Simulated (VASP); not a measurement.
## BeTe (m.bgw): single point with PBE

The system is BeTe (m.bgw).

```
Be Te
1.0
     0.00000    2.83231    2.83231
     2.83231    0.00000    2.83231
     2.83231    2.83231    0.00000
Be Te
1 1
Direct
  0.00000 0.00000 0.00000
  0.25000 0.25000 0.25000
```

```json
{"Program": "VASP 6.6.1", "Task": "single point", "Functional": "PBE", "Potentials or basis": "VASP PAW PBE potentials, release 64 (Be, Te)", "Cutoff": "600 eV", "k mesh": "4 × 4 × 4", "Occupations": "gaussian, width 0.01 eV", "Spin": "no spin polarisation", "Dipole correction": "no", "Further INCAR settings": "ALGO = Normal; EDIFF = 1e-06; NBANDS = 11"}
```

```yaml
Pressure: 0.5 GPa
Band_gap_on_the_k_mesh: 2.01 eV, indirect (least direct gap 3.61 eV)
```

Levels at points of the mesh, in eV from the valence-band top:
| k point | band 1 | band 2 | band 3 | band 4 | band 5 | band 6 | band 7 | band 8 |
| --- | --- | --- | --- | --- | --- | --- | --- | --- |
| (0.00, 0.00, 0.00) | -12.18 | 0.00 | 0.00 | 0.00 | 3.61 | 3.61 | 3.61 | 3.69 |
| (0.50, 0.00, 0.00) | -10.88 | -5.44 | -1.11 | -1.11 | 3.02 | 4.59 | 4.59 | 7.82 |
| (0.50, 0.50, 0.00) | -10.40 | -5.03 | -2.59 | -2.59 | 2.01 | 2.68 | 9.59 | 9.59 |

Wall time 4.6 s on 1 thread of Intel(R) Xeon(R) 6975P-C (Granite Rapids), on a shared host, peak memory 0.17 GiB.

Caveat: the k points lie up to 0.48 Å⁻¹ apart; spin-orbit coupling is left out, which moves the levels of the heavy elements. A k mesh can miss the band edges.
